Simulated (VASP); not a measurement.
# K4InP2 (R-3m) in VASP: notebook, part 2 of 2

VASP 6.6.1. Earlier steps stand in the parts before.

### Step 3. Single point, PBEsol+D3(BJ)

This run uses another cell than the first one, of 35.71 Å³/atom.

INCAR reads:

```
PREC     = Accurate       # precision mode
ENCUT    = 520            # plane-wave cutoff, eV
EDIFF    = 1E-6           # SCF threshold, eV
ISMEAR   = 0              # smearing method
SIGMA    = 0.0139         # smearing width, eV
LREAL    = F              # projectors in reciprocal space
LASPH    = T              # aspherical terms in the spheres
NELM     = 80             # most SCF steps
ALGO     = Normal         # electronic algorithm
ISIF     = 2              # what is computed and relaxed
LWAVE    = F              # write WAVECAR
LCHARG   = T              # write CHGCAR
GGA      = PS             # functional
IVDW     = 12             # dispersion correction
LELF     = T              # ELF
LVHAR    = T            
NBANDS   = 38             # bands
```

KPOINTS reads:

```
regular mesh
0
Gamma
  4 4 4
```

POSCAR reads:

```
K4InP2
1.0
    2.8337970000      4.9082800000      0.0000000000
   -2.8337970000      4.9082800000      0.0000000000
    0.0000000000     -3.2721830000      8.9869290000
K In P
4 1 2
Direct
    0.3891000000      0.3891000000      0.1673000000
    0.6109000000      0.6109000000      0.8327000000
    0.2080000000      0.2080000000      0.6240000000
    0.7920000000      0.7920000000      0.3760000000
    0.0000000000      0.0000000000      0.0000000000
    0.0883000000      0.0883000000      0.2649000000
    0.9117000000      0.9117000000      0.7351000000
```

Potentials or basis: VASP PAW PBE potentials, release 64 (K_sv, In_d, P).

Launch:

```console
cat potpaw_PBE.64/K_sv/POTCAR potpaw_PBE.64/In_d/POTCAR potpaw_PBE.64/P/POTCAR > POTCAR
mpirun -np 1 vasp_std > vasp.out
```

OUTCAR:

```text
PREC = Accurate
   ENCUT = 520
   EDIFF = 1E-6
   ISMEAR = 0
   LREAL = F
   LASPH = T
   NELM = 80
   ISIF = 2
   GGA = PS
   IVDW = 12
 IVDW          = 12

 ion  position               nearest neighbor table
   1  0.389  0.389  0.167-   5 3.60   5 3.60   5 3.60   4 3.77   4 3.77   4 3.77
   2  0.611  0.611  0.833-   5 3.60   5 3.60   5 3.60   3 3.77   3 3.77   3 3.77
   3  0.208  0.208  0.624-   6 3.23   2 3.77   2 3.77   2 3.77
   4  0.792  0.792  0.376-   7 3.23   1 3.77   1 3.77   1 3.77
   5  0.000  0.000  0.000-   6 2.38   7 2.38   2 3.60   2 3.60   1 3.60   1 3.60   1 3.60   2 3.60

[... 734 lines left out ...]
  -------------------------------------------------------------------------------------
  Total      -1.48280    -1.48280     0.06822     0.00000     0.00000     0.00000
  in kB      -9.50288    -9.50288     0.43722     0.00000     0.00000     0.00000
  external pressure =       -6.19 kB  Pullay stress =        0.00 kB

 VOLUME and BASIS-vectors are now :
 -----------------------------------------------------------------------------
  energy-cutoff  :      520.00
  volume of cell :      250.00
      direct lattice vectors                 reciprocal lattice vectors
     2.833797000  4.908280000  0.000000000     0.176441714  0.101868679  0.037090864
    -2.833797000  4.908280000  0.000000000    -0.176441714  0.101868679  0.037090864
     0.000000000 -3.272183000  8.986929000     0.000000000  0.000000000  0.111272716

 POSITION                                       TOTAL-FORCE (eV/Angst)
 -----------------------------------------------------------------------------------
      0.00000      3.27219      1.50351        -0.000000      0.000000      0.157966
      0.00000      3.27219      7.48342        -0.000000     -0.000000     -0.157966
      0.00000      0.00000      5.60784        -0.000000      0.000000      0.064851
      0.00000      6.54437      3.37909        -0.000000     -0.000000     -0.064851
      0.00000      0.00000      0.00000         0.000000      0.000000      0.000000
      0.00000      0.00000      2.38064        -0.000000      0.000000      0.300505
      0.00000      6.54438      6.60629        -0.000000     -0.000000     -0.300505
 -----------------------------------------------------------------------------------
    total drift:                               -0.000000      0.000000     -0.000000

  FREE ENERGIE OF THE ION-ELECTRON SYSTEM (eV)
  ---------------------------------------------------
  free  energy   TOTEN  =       -22.1642467331 eV

  energy  without entropy=      -22.1625562446  energy(sigma->0) =      -22.16340149
```

OSZICAR:

```text
N       E                     dE             d eps       ncg     rms          rms(c)
DAV:   1     0.514284051263E+03    0.51428E+03   -0.25918E+04   988   0.142E+03
DAV:   2     0.330422555328E+02   -0.48124E+03   -0.46494E+03  1048   0.404E+02
DAV:   3    -0.202590357559E+02   -0.53301E+02   -0.52862E+02  1444   0.132E+02
DAV:   4    -0.227861709947E+02   -0.25271E+01   -0.24859E+01  1336   0.290E+01
DAV:   5    -0.230339398059E+02   -0.24777E+00   -0.24760E+00  1802   0.664E+00    0.884E+00
DAV:   6    -0.207112462814E+02    0.23227E+01   -0.72587E+00  1222   0.117E+01    0.683E+00
DAV:   7    -0.206312566810E+02    0.79990E-01   -0.10810E+00  1312   0.336E+00    0.422E+00
DAV:   8    -0.206133315887E+02    0.17925E-01   -0.21107E-01  1570   0.218E+00    0.106E+00
DAV:   9    -0.206083005644E+02    0.50310E-02   -0.63403E-02  1352   0.966E-01    0.385E-01
DAV:  10    -0.206092186886E+02   -0.91812E-03   -0.11050E-02  1500   0.392E-01    0.176E-01
DAV:  11    -0.206093851586E+02   -0.16647E-03   -0.10398E-03  1384   0.151E-01    0.604E-02
DAV:  12    -0.206094043828E+02   -0.19224E-04   -0.45464E-04  1482   0.795E-02    0.251E-02
DAV:  13    -0.206094125685E+02   -0.81857E-05   -0.60818E-05  1600   0.419E-02    0.812E-03
DAV:  14    -0.206094132165E+02   -0.64795E-06   -0.40706E-06  1066   0.123E-02
   1 F= -.22164247E+02 E0= -.22163401E+02  d E =-.169049E-02
```

stdout:

```text
POSCAR found type information on POSCAR K InP
 POSCAR found :  3 types and       7 ions
 scaLAPACK will be used
 -----------------------------------------------------------------------------
|                                                                             |
|                                                                             |
|     You enforced a specific xc type in the INCAR file but a different       |
|     I HOPE YOU KNOW WHAT YOU ARE DOING!                                     |
|                                                                             |
 -----------------------------------------------------------------------------

 LDA part: xc-table for (Slater+PW92), standard interpolation
 POSCAR, INCAR and KPOINTS ok, starting setup
 FFT: planning ... GRIDC
 FFT: planning ... GRID_SOFT
 FFT: planning ... GRID
 WAVECAR not read
 entering main loop
```

It took 2.6 min on 1 thread of Intel Xeon Platinum 8259CL at 2.50GHz (Skylake/Cascade Lake), shared host; peak memory 0.42 GiB.

What came out:

```
Free energy                : -22.1642 eV
Pressure                   : -0.6 GPa
Largest force              : 0.301 eV/Å
Band gap on the k mesh     : zero (an odd number of electrons rules out a gap without spin polarisation)
Dispersion energy per atom : -0.222 eV
```

Forces in eV/Å, atoms in the order of the input:
```
K    0.000  0.000  0.158
K    0.000  0.000 -0.158
K    0.000  0.000  0.065
K    0.000  0.000 -0.065
In   0.000  0.000  0.000
P    0.000  0.000  0.301
P    0.000  0.000 -0.301
```

Stress tensor (GPa, compression positive):
```
-0.95  0.00  0.00
 0.00 -0.95  0.00
 0.00  0.00  0.04
```

Caveat: three body term missing; the PAW data sets were made with another functional, which shifts forces and pressure a little; spin-orbit coupling is left out, which moves the levels of the heavy elements.

### Step 4. Single point, PBEsol

This run uses another cell than the first one, of 36.34 Å³/atom.

INCAR reads:

```
SYSTEM = K4InP2
  ALGO = Normal
  EDIFF = 1E-6
  ENCUT = 520
  GGA = PS
  ISIF = 2
  ISMEAR = 0
  LASPH = .True.
  LCHARG = .True.
  LELF = .True.
  LREAL = .False.
  LVHAR = .True.
  LWAVE = .False.
  NBANDS = 38
  NELM = 100
  PREC = Accurate
  SIGMA = 0.0139
```

KPOINTS reads:

```
k-points
0
Gamma
  4 4 4
  0 0 0
```

POSCAR reads:

```
K4InP2
1.0
    2.8486137696      4.9339437801     -0.0000010065
   -2.8486137696      4.9339437801     -0.0000010065
    0.0000000000     -3.2892940072      9.0501169922
K In P
4 1 2
Direct
    0.3963869850      0.3963869850      0.1891609551
    0.6036130150      0.6036130150      0.8108390449
    0.2096539311      0.2096539311      0.6289617933
    0.7903460689      0.7903460689      0.3710382067
    0.0000000000      0.0000000000      0.0000000000
    0.0892350567      0.0892350567      0.2677051701
    0.9107649433      0.9107649433      0.7322948299
```

Launch:

```console
cat potpaw_PBE.64/K_sv/POTCAR potpaw_PBE.64/In_d/POTCAR potpaw_PBE.64/P/POTCAR > POTCAR
mpirun -np 1 vasp_std > vasp.out
```

It took 2.6 min on 1 thread of Intel Xeon Platinum 8259CL at 2.50GHz (Skylake/Cascade Lake), shared host; peak memory 0.41 GiB.

The run converged. Its results:

```yaml
Free_energy: -20.6577 eV
Pressure: 0.0 GPa
Largest_force: 0.021 eV/Å
Band_gap_on_the_k_mesh: zero (an odd number of electrons rules out a gap without spin polarisation)
```

Forces in eV/Å, atoms in the order of the input:
```
K    0.000  0.000  0.001
K    0.000  0.000 -0.001
K    0.000  0.000  0.005
K    0.000  0.000 -0.005
In   0.000  0.000  0.000
P    0.000  0.000 -0.021
P    0.000  0.000  0.021
```

Stress tensor (GPa, compression positive):
```
 0.02  0.00  0.00
 0.00  0.02  0.00
 0.00  0.00 -0.06
```

Levels at points of the mesh, in eV from the Fermi level:
| k point | band 26 | band 27 | band 28 | band 29 | band 30 | band 31 | band 32 | band 33 | band 34 | band 35 |
| --- | --- | --- | --- | --- | --- | --- | --- | --- | --- | --- |
| (0.00, 0.00, 0.00) | -2.34 | -2.34 | -1.76 | -1.76 | -0.93 | 1.11 | 1.11 | 1.76 | 1.79 | 2.14 |
| (0.50, 0.00, 0.00) | -2.84 | -2.25 | -2.21 | -1.69 | -0.23 | 0.41 | 0.88 | 1.43 | 1.71 | 2.45 |
| (0.50, 0.50, 0.00) | -2.83 | -2.32 | -2.26 | -1.65 | 0.03 | 0.56 | 0.67 | 1.23 | 1.85 | 2.31 |
| (0.00, 0.00, 0.50) | -2.32 | -2.32 | -1.80 | -1.80 | 0.14 | 0.55 | 1.11 | 1.11 | 1.63 | 2.49 |

Caveat: the PAW data sets were made with another functional, which shifts forces and pressure a little; spin-orbit coupling is left out, which moves the levels of the heavy elements.

### Step 5. Summary

| level | cell | gap on the mesh (eV) | pressure (GPa) | largest force (eV/Å) |
| --- | --- | --- | --- | --- |
| PBEsol+D3(BJ) | a = 5.584, b = 5.584, c = 9.276 Å, angles 107.5, 107.5, 60.0°, 7 atoms, atomic positions A | none | -0.1 | 0.02 |
| PBEsol+D3(BJ) | a = 5.668, b = 5.668, c = 9.564 Å, angles 107.2, 107.2, 60.0°, 7 atoms, atomic positions B | none | -0.6 | 0.30 |
| PBEsol | a = 5.697, b = 5.697, c = 9.629 Å, angles 107.2, 107.2, 60.0°, 7 atoms, atomic positions C | none | 0.0 | 0.02 |

Alike in all rows: task single point; potentials or basis VASP PAW PBE potentials, release 64 (K_sv, In_d, P); no spin polarisation; k mesh 4 × 4 × 4; cutoff (eV) 520; smearing gaussian 0.0139 eV.

Caveats: the PAW data sets were made with another functional, which shifts forces and pressure a little; spin-orbit coupling is left out, which moves the levels of the heavy elements; three body term missing (at least some runs).

Absolute energies hang on the potentials; compare differences alone.
